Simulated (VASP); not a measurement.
A run of VASP 6.6.1 is set up as follows.

INCAR

```
SYSTEM = CoO
PREC = Accurate ; ENCUT = 520
EDIFF = 1E-7 ; ISMEAR = 0
SIGMA = 0.15 ; LREAL = .FALSE.
LASPH = .TRUE. ; NELM = 150
ALGO = Normal ; ISIF = 2
LWAVE = .FALSE. ; LCHARG = .FALSE.
ISPIN = 2 ; MAGMOM = 2.57 0.32
LORBIT = 11 ; LMAXMIX = 4
GGA = PS ; NBANDS = 18
```

File KPOINTS:

```
regular mesh
0
G
  18 18 18
  0 0 0
```

POSCAR

```
CoO
1.0
    0.0000000000      2.0835908763      2.0835908763
    2.0835908763      0.0000000000      2.0835908763
    2.0835908763      2.0835908763      0.0000000000
Co O
1 1
Direct
   -0.0107491559      0.0107491559      0.0107491559
    0.5395951052      0.4604048948      0.4604048948
```

Potentials or basis: VASP PAW PBE potentials, release 64 (Co, O).

The run is started by

```sh
$ cat potpaw_PBE.64/Co/POTCAR potpaw_PBE.64/O/POTCAR > POTCAR
$ mpirun -np 1 vasp_std > vasp.out
```

**Question.** Predict the net moment.

**Answer.** 2.77 μB per cell.

**Question.** What does it give for the pressure?

**Answer.** 4.8 GPa.

**Question.** What does it give for the site moments?

**Answer.** Co +2.42; O +0.30 μB.

**Question.** Estimate the largest force.

**Answer.** 1.009 eV/Å.

Stress tensor (GPa, compression positive):
```
16.64  0.00  0.00
 0.00 -1.18  0.00
 0.00  0.00 -1.18
```

Caveat: the cell differs from its parent crystal (mode 4 frozen in at -0.165 Å and mode 6 at +0.000 Å (largest displacements)); the PAW data sets were made with another functional, which shifts forces and pressure a little; a cell with one magnetic atom can't hold antiferromagnetic order, which such compounds often take.
